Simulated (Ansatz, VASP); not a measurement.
KF in VASP and in Ansatz

INCAR

```
SYSTEM = KF
PREC = Accurate ; ENCUT = 520
EDIFF = 1E-6 ; ISMEAR = 0
SIGMA = 0.1 ; LREAL = .False.
LASPH = .True. ; NELM = 80
ALGO = Normal ; ISIF = 2
LWAVE = .False. ; LCHARG = .True.
GGA = PE ; LELF = .True.
LVHAR = .True. ; NBANDS = 15
```

File KPOINTS:

```
Automatic mesh
0
Gamma
  4 4 4
  0 0 0
```

File POSCAR:

```
KF
1.0
    0.0000000000      2.6544134050      2.6544134050
    2.6544134050      0.0000000000      2.6544134050
    2.6544134050      2.6544134050      0.0000000000
K F
1 1
Direct
    0.0000000000      0.0000000000      0.0000000000
    0.5000000000      0.5000000000      0.5000000000
```

Input for Ansatz:

```yaml
crystal:
  lattice:
    - [0.0, 2.654413405, 2.654413405]
    - [2.654413405, 0.0, 2.654413405]
    - [2.654413405, 2.654413405, 0.0]
  atoms:
    - { symbol: K, position: [0.0, 0.0, 0.0] }
    - { symbol: F, position: [0.5, 0.5, 0.5] }
basis:
  ecutwfc: 420
kpoints:
  mp_grid: { grid: [4, 4, 4] }
hamiltonian:
  xc: pbe
scf:
  occupations: { method: gaussian, width: 0.1 }
output:
  forces: true
  stress: true
  eigenvalues: true
```

Alike in both runs: task single point; functional PBE; k mesh 4 × 4 × 4; occupations gaussian, width 0.1 eV; no spin polarisation.

|  | VASP | Ansatz |
| --- | --- | --- |
| version | VASP 6.6.1 | Ansatz 0.2.0 |
| potentials or method | VASP PAW PBE potentials, release 64 (K_sv, F), cutoff 520 eV | scalar-relativistic, plane waves, PAW |
| valence electrons in the cell | 16 | 16 |

```csv
,VASP,Ansatz,Ansatz less VASP
gap on the k mesh at the Fermi level (eV),6.27,6.29,+0.017
least direct gap on the mesh (eV),6.27,6.29,+0.017
pressure (GPa),2.2,2.1,-0.05
```

With one functional, cell and mesh, what is left measures potentials, basis and numerics.

The k mesh is coarse, so the values compare programs but aren't converged.
